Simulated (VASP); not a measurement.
Write the native input for VASP 6.6.1 that does the following.

```
Task                   : single point
Functional             : PBEsol
Potentials or basis    : VASP PAW PBE potentials, release 64 (Ta_pv, Si)
Cutoff                 : 520 eV
k mesh                 : 7 × 7 × 4
Occupations            : fermi-dirac, width 0.05 eV
Spin                   : no spin polarisation
Dipole correction      : no
Further INCAR settings : ALGO = Normal; EDIFF = 1e-07; NBANDS = 38
```

The structure of TaSi2 lies in POSCAR:

```
TaSi2
1.0
    4.7800000000      0.0000000000      0.0000000000
   -2.3900000000      4.1396014301      0.0000000000
    0.0000000000      0.0000000000      6.5640000000
Ta Si
3 6
Direct
    0.0000000000      0.5000000000      0.1666666667
    0.5000000000      0.5000000000      0.8333333333
    0.5000000000      0.0000000000      0.5000000000
    0.3333000000      0.1666500000      0.1666666667
    0.1666500000      0.8333500000      0.8333333333
    0.8333500000      0.6667000000      0.5000000000
    0.6667000000      0.8333500000      0.1666666667
    0.8333500000      0.1666500000      0.8333333333
    0.1666500000      0.3333000000      0.5000000000
```

These files were run (other wordings do the same):

INCAR

```
SYSTEM = TaSi2
PREC = Accurate
ENCUT = 520
EDIFF = 1E-7
ISMEAR = -1
SIGMA = 0.05
LREAL = .False.
LASPH = .True.
NELM = 100
ALGO = Normal
ISIF = 2
LWAVE = .False.
LCHARG = .False.
GGA = PS
NBANDS = 38
```

KPOINTS

```
Automatic mesh
0
Gamma
  7 7 4
  0 0 0
```

Potentials or basis: VASP PAW PBE potentials, release 64 (Ta_pv, Si).

Run with:

```sh
$ cat potpaw_PBE.64/Ta_pv/POTCAR potpaw_PBE.64/Si/POTCAR > POTCAR
$ mpirun -np 1 vasp_std > vasp.out
```

It gave:

```
Pressure      : -1.0 GPa
Largest force : 0.751 eV/Å
```

Caveat: the PAW data sets were made with another functional, which shifts forces and pressure a little.

Wall time 56 s on 1 thread of Intel(R) Xeon(R) Platinum 8559C (Emerald Rapids), with other jobs on the host, peak memory 0.29 GiB.
